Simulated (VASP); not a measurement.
# BN (Fmm2) in VASP: notebook, part 2 of 2

VASP 6.6.1. The steps go on from the part before.

**4. Single point, PBEsol (all B atoms moved +0.300 Å, as atom 1 along Cartesian [0 0 1])**

Contents of INCAR:

```
PREC     = Accurate       # precision mode
ENCUT    = 520            # plane-wave cutoff, eV
EDIFF    = 1E-6           # SCF threshold, eV
ISMEAR   = 0              # smearing method
SIGMA    = 0.05           # smearing width, eV
LREAL    = False          # projectors in reciprocal space
LASPH    = True           # aspherical terms in the spheres
NELM     = 60             # most SCF steps
ALGO     = Normal         # electronic algorithm
ISIF     = 2              # what is computed and relaxed
LWAVE    = False          # write WAVECAR
LCHARG   = True           # write CHGCAR
GGA      = PS             # functional
LELF     = True           # ELF
LVHAR    = True         
NBANDS   = 11             # bands
```

Contents of KPOINTS:

```
regular mesh
0
Gamma
  12 12 12
```

Contents of POSCAR:

```
BN
1.0
    0.0000000000      3.4953158300      2.1660912400
    1.2516321000      0.0000000000      2.1660912400
    1.2516321000      3.4953158300      0.0000000000
B N
1 1
Direct
    0.0692978105      0.0692978105      0.9307021895
    0.6666513400      0.6666513400      0.3333486600
```

Potentials or basis: VASP PAW PBE potentials, release 64 (B, N).

Command:

```
$ cat potpaw_PBE.64/B/POTCAR potpaw_PBE.64/N/POTCAR > POTCAR
$ mpirun -np 1 vasp_std > vasp.out
```

OUTCAR:

```text
PREC = Accurate
   ENCUT = 520
   EDIFF = 1E-6
   ISMEAR = 0
   LREAL = False
   LASPH = True
   NELM = 60
   ISIF = 2
   GGA = PS

 ion  position               nearest neighbor table
   1  0.069  0.069  0.931-   2 1.32   2 1.32   2 1.74
   2  0.667  0.667  0.333-   1 1.32   1 1.32   1 1.74

  LATTYP: Found a face centered orthorhombic cell.
 ALAT       =     2.5032642000
 B/A-ratio  =     1.7306133647
 C/A-ratio  =     2.7926064137

  Lattice vectors:

[... 520 lines left out ...]

 [... further k-points ...]

------------------------ aborting loop because EDIFF is reached ----------------------------------------

  FORCE on cell =-STRESS in cart. coord.  units (eV):
  Direction    XX          YY          ZZ          XY          YZ          ZX
  --------------------------------------------------------------------------------------
  -------------------------------------------------------------------------------------
  Total        7.2391628     -0.0194210      0.9745631      0.0000000      0.0000000      0.0000000
  in kB      611.9684966     -1.6417684     82.3854804      0.0000000      0.0000000      0.0000000
  external PRESSURE =     230.9040695 kB  Pullay stress =       0.0000000 kB

 VOLUME and BASIS-vectors are now :
 -----------------------------------------------------------------------------
  energy-cutoff  :      520.00
  volume of cell :       18.95
      direct lattice vectors                 reciprocal lattice vectors
     0.000000000  3.495315830  2.166091240    -0.399478409  0.143048590  0.230830535
     1.251632100  0.000000000  2.166091240     0.399478409 -0.143048590  0.230830535
     1.251632100  3.495315830  0.000000000     0.399478409  0.143048590 -0.230830535

 POSITION                                       TOTAL-FORCE (eV/Angst)
 -----------------------------------------------------------------------------------
      1.25163      3.49532      0.30021         0.000000      0.000000     -6.480112
      1.25163      3.49532      2.88806         0.000000      0.000000      6.480112
 -----------------------------------------------------------------------------------
    total drift:                                0.000006     -0.000011      0.000059

  FREE ENERGIE OF THE ION-ELECTRON SYSTEM (eV)
  ---------------------------------------------------
  free  energy   TOTEN  =       -16.9949967137 eV

  energy  without entropy=      -16.9949967137  energy(sigma->0) =      -16.99499671
```

OSZICAR:

```text
N       E                     dE             d eps       ncg     rms          rms(c)
DAV:   1     0.123443613730E+02    0.12344E+02   -0.41624E+03  6352   0.638E+02
DAV:   2    -0.184756551184E+02   -0.30820E+02   -0.29702E+02  7477   0.158E+02
DAV:   3    -0.192102918073E+02   -0.73464E+00   -0.73378E+00  7486   0.224E+01
DAV:   4    -0.192127431815E+02   -0.24514E-02   -0.24513E-02  6802   0.144E+00
DAV:   5    -0.192127549610E+02   -0.11780E-04   -0.11779E-04  7560   0.879E-02    0.886E+00
DAV:   6    -0.172345301017E+02    0.19782E+01   -0.65614E+00  7193   0.141E+01    0.396E+00
DAV:   7    -0.170428179997E+02    0.19171E+00   -0.31773E-01  7270   0.413E+00    0.238E+00
DAV:   8    -0.169943730675E+02    0.48445E-01   -0.12864E-01  7231   0.227E+00    0.288E-01
DAV:   9    -0.169945749560E+02   -0.20189E-03   -0.44786E-03  6721   0.527E-01    0.152E-01
DAV:  10    -0.169949512802E+02   -0.37632E-03   -0.63146E-04  6894   0.184E-01    0.298E-02
DAV:  11    -0.169949893087E+02   -0.38028E-04   -0.44234E-05  7096   0.490E-02    0.250E-02
DAV:  12    -0.169949964149E+02   -0.71061E-05   -0.12859E-05  6667   0.216E-02    0.208E-03
DAV:  13    -0.169949967137E+02   -0.29885E-06   -0.68884E-07  7237   0.647E-03
   1 F= -.16994997E+02 E0= -.16994997E+02  d E =-.106559E-14
```

It took 2.9 min on 1 thread of AMD EPYC 7R13, shared host; peak memory 0.15 GiB.

What came out:

- Free energy: -16.9950 eV
- Pressure: 23.1 GPa
- Largest force: 6.480 eV/Å
- Band gap on the k mesh: 2.06 eV, indirect (least direct gap 2.99 eV)

Forces in eV/Å, atoms in the order of the input:
```
B    0.000  0.000 -6.480
N    0.000  0.000  6.480
```

Levels at points of the mesh, in eV from the valence-band top:
```csv
k point,band 1,band 2,band 3,band 4,band 5,band 6,band 7,band 8
"(0.00, 0.00, 0.00)",-19.46,-6.32,-6.30,-0.03,2.96,6.88,11.67,12.95
"(0.50, 0.00, 0.00)",-16.74,-10.90,-4.21,-2.36,2.06,6.12,11.31,13.65
"(0.50, 0.50, 0.00)",-16.05,-10.11,-7.92,-3.31,6.96,7.38,10.87,12.13
"(0.50, 0.00, 0.50)",-19.26,-7.93,-6.34,0.00,6.56,7.83,10.61,14.24
"(0.00, 0.50, 0.50)",-15.93,-9.92,-7.95,-4.23,4.42,8.11,11.90,15.35
```

Caveat: the cell differs from its parent crystal (all B atoms moved +0.300 Å, as atom 1 along Cartesian [0 0 1]); the PAW data sets were made with another functional, which shifts forces and pressure a little. A k mesh can miss the band edges.

**5. Single point, PBEsol (all B atoms moved -0.225 Å, as atom 1 along Cartesian [0 0 1])**

Contents of INCAR:

```
SYSTEM = BN
  ALGO = Normal
  EDIFF = 1E-7
  ENCUT = 520
  GGA = PS
  ISIF = 2
  ISMEAR = 0
  LASPH = .TRUE.
  LCHARG = .TRUE.
  LELF = .TRUE.
  LREAL = .FALSE.
  LVHAR = .TRUE.
  LWAVE = .FALSE.
  NBANDS = 11
  NELM = 60
  PREC = Accurate
  SIGMA = 0.05
```

Contents of KPOINTS:

```
k-points
0
G
  12 12 12
  0 0 0
```

POSCAR: that of step 4 with these lines changed.

```diff
@@ -8,3 +8,3 @@
 Direct
-    0.0692978105      0.0692978105      0.9307021895
+   -0.0518882204     -0.0518882204      1.0518882204
     0.6666513400      0.6666513400      0.3333486600
```

Potentials or basis: VASP PAW PBE potentials, release 64 (B, N).

Command:

```
$ cat potpaw_PBE.64/B/POTCAR potpaw_PBE.64/N/POTCAR > POTCAR
$ mpirun -np 1 vasp_std > vasp.out
```

OUTCAR:

```text
SYSTEM = BN
   EDIFF = 1E-7
   ENCUT = 520
   GGA = PS
   ISIF = 2
   ISMEAR = 0
   LASPH = .TRUE.
   LREAL = .FALSE.
   NELM = 60
   PREC = Accurate

 ion  position               nearest neighbor table
   1  0.948  0.948  0.052-   2 1.22   2 1.57   2 1.57
   2  0.667  0.667  0.333-   1 1.22   1 1.57   1 1.57

  LATTYP: Found a face centered orthorhombic cell.
 ALAT       =     2.5032642000
 B/A-ratio  =     1.7306133647
 C/A-ratio  =     2.7926064137

  Lattice vectors:

 A1 = (   0.0000000000,   3.4953158300,   2.1660912400)
 A2 = (  -1.2516321000,   3.4953158300,   0.0000000000)
 A3 = (  -1.2516321000,   0.0000000000,   2.1660912400)

Analysis of symmetry for initial positions (statically):
=====================================================================
 Subroutine PRICEL returns:
 Original cell was already a primitive cell.

 Routine SETGRP: Setting up the symmetry group for a
 face centered orthorhombic supercell.

 Subroutine GETGRP returns: Found  4 space group operations
 (whereof  4 operations were pure point group operations)
 out of a pool of  8 trial point group operations.

[... 171 lines left out ...]
      1     -16.0058      2.00000
      2      -2.8145      2.00000
      3      -1.8586      2.00000
      4       2.7542      2.00000
      5       6.5515      0.00000
      6      10.5489      0.00000
      7      14.8297      0.00000
      8      15.2336      0.00000
      9      18.3649      0.00000
     10      26.9819      0.00000
     11      27.0784      0.00000
[... 309 lines left out ...]
 k-point    24 :      -0.4167    0.1667    0.0000
  band No.  band energies     occupation
      1     -12.7282      2.00000
      2      -6.6339      2.00000
      3      -3.7037      2.00000
      4       0.5747      2.00000
      5       7.5118      0.00000
      6      11.6626      0.00000
      7      14.6815      0.00000
      8      16.7141      0.00000
      9      19.6910      0.00000
     10      22.5861      0.00000
     11      24.6447      0.00000

 [... further k-points ...]

------------------------ aborting loop because EDIFF is reached ----------------------------------------

  FORCE on cell =-STRESS in cart. coord.  units (eV):
  Direction    XX          YY          ZZ          XY          YZ          ZX
  --------------------------------------------------------------------------------------
  -------------------------------------------------------------------------------------
  Total       -0.7499163      0.0239895      9.4763070      0.0000000      0.0000000      0.0000000
  in kB      -63.3947794      2.0279730    801.0872975      0.0000000      0.0000000      0.0000000
  external PRESSURE =     246.5734970 kB  Pullay stress =       0.0000000 kB

 VOLUME and BASIS-vectors are now :
 -----------------------------------------------------------------------------
  energy-cutoff  :      520.00
  volume of cell :       18.95
      direct lattice vectors                 reciprocal lattice vectors
     0.000000000  3.495315830  2.166091240    -0.399478409  0.143048590  0.230830535
     1.251632100  0.000000000  2.166091240     0.399478409 -0.143048590  0.230830535
     1.251632100  3.495315830  0.000000000     0.399478409  0.143048590 -0.230830535

 POSITION                                       TOTAL-FORCE (eV/Angst)
 -----------------------------------------------------------------------------------
      1.25163      3.49532      4.10739         0.000000      0.000000     13.977561
      1.25163      3.49532      2.88806         0.000000      0.000000    -13.977561
 -----------------------------------------------------------------------------------
    total drift:                                0.000007     -0.000011      0.000020

  FREE ENERGIE OF THE ION-ELECTRON SYSTEM (eV)
  ---------------------------------------------------
  free  energy   TOTEN  =       -16.9148773951 eV

  energy  without entropy=      -16.9148773951  energy(sigma->0) =      -16.91487740
```

OSZICAR:

```text
N       E                     dE             d eps       ncg     rms          rms(c)
DAV:   1     0.123351130841E+02    0.12335E+02   -0.42527E+03  6312   0.646E+02
DAV:   2    -0.184356481471E+02   -0.30771E+02   -0.29711E+02  7254   0.157E+02
DAV:   3    -0.191890183613E+02   -0.75337E+00   -0.75238E+00  7525   0.227E+01
DAV:   4    -0.191914233978E+02   -0.24050E-02   -0.24050E-02  6744   0.143E+00
DAV:   5    -0.191914352129E+02   -0.11815E-04   -0.11815E-04  7431   0.884E-02    0.894E+00
DAV:   6    -0.171821678850E+02    0.20093E+01   -0.63056E+00  6861   0.143E+01    0.405E+00
DAV:   7    -0.169625092692E+02    0.21966E+00   -0.36879E-01  7134   0.460E+00    0.234E+00
DAV:   8    -0.169139773876E+02    0.48532E-01   -0.12798E-01  7237   0.236E+00    0.369E-01
DAV:   9    -0.169145119816E+02   -0.53459E-03   -0.52705E-03  6736   0.627E-01    0.144E-01
DAV:  10    -0.169148057321E+02   -0.29375E-03   -0.55505E-04  7060   0.181E-01    0.432E-02
DAV:  11    -0.169148691091E+02   -0.63377E-04   -0.66751E-05  6997   0.631E-02    0.260E-02
DAV:  12    -0.169148768429E+02   -0.77339E-05   -0.10577E-05  6940   0.200E-02    0.446E-03
DAV:  13    -0.169148773945E+02   -0.55157E-06   -0.81583E-07  7069   0.675E-03    0.130E-03
DAV:  14    -0.169148773951E+02   -0.58083E-09   -0.31584E-08  6861   0.120E-03
   1 F= -.16914877E+02 E0= -.16914877E+02  d E =-.390171E-19
```

stdout:

```text
POSCAR found type information on POSCAR B N
 POSCAR found :  2 types and       2 ions
 scaLAPACK will be used
 -----------------------------------------------------------------------------
|                                                                             |
|                                                                             |
|     You enforced a specific xc type in the INCAR file but a different       |
|     I HOPE YOU KNOW WHAT YOU ARE DOING!                                     |
|                                                                             |
 -----------------------------------------------------------------------------

 LDA part: xc-table for (Slater+PW92), standard interpolation
 POSCAR, INCAR and KPOINTS ok, starting setup
 FFT: planning ... GRIDC
 FFT: planning ... GRID_SOFT
 FFT: planning ... GRID
 WAVECAR not read
 entering main loop
```

It took 3.1 min on 1 thread of AMD EPYC 7R13, shared host; peak memory 0.15 GiB.

Results:

```yaml
Free_energy: -16.9149 eV
Pressure: 24.7 GPa
Largest_force: 13.978 eV/Å
Band_gap_on_the_k_mesh: 1.76 eV, indirect (least direct gap 3.68 eV)
```

Forces on the atoms (eV/Å):
```
B     0.000   0.000  13.978
N     0.000   0.000 -13.978
```

Levels at points of the mesh, in eV from the valence-band top:
```csv
k point,band 1,band 2,band 3,band 4,band 5,band 6,band 7,band 8,band 9
"(0.00, 0.00, 0.00)",-18.76,-5.57,-4.61,0.00,3.80,7.79,12.08,12.48,15.61
"(0.50, 0.00, 0.00)",-15.66,-9.68,-5.27,-2.56,4.63,7.51,12.17,14.53,17.70
"(0.50, 0.50, 0.00)",-16.12,-10.07,-4.12,-1.09,3.74,8.92,10.42,12.88,19.47
"(0.50, 0.00, 0.50)",-18.56,-7.19,-4.58,-0.03,7.71,8.51,10.09,14.93,15.15
"(0.00, 0.50, 0.50)",-16.03,-9.88,-4.16,-1.92,1.76,9.42,13.73,15.98,18.81
```

Caveat: the cell differs from its parent crystal (all B atoms moved -0.225 Å, as atom 1 along Cartesian [0 0 1]); the PAW data sets were made with another functional, which shifts forces and pressure a little.
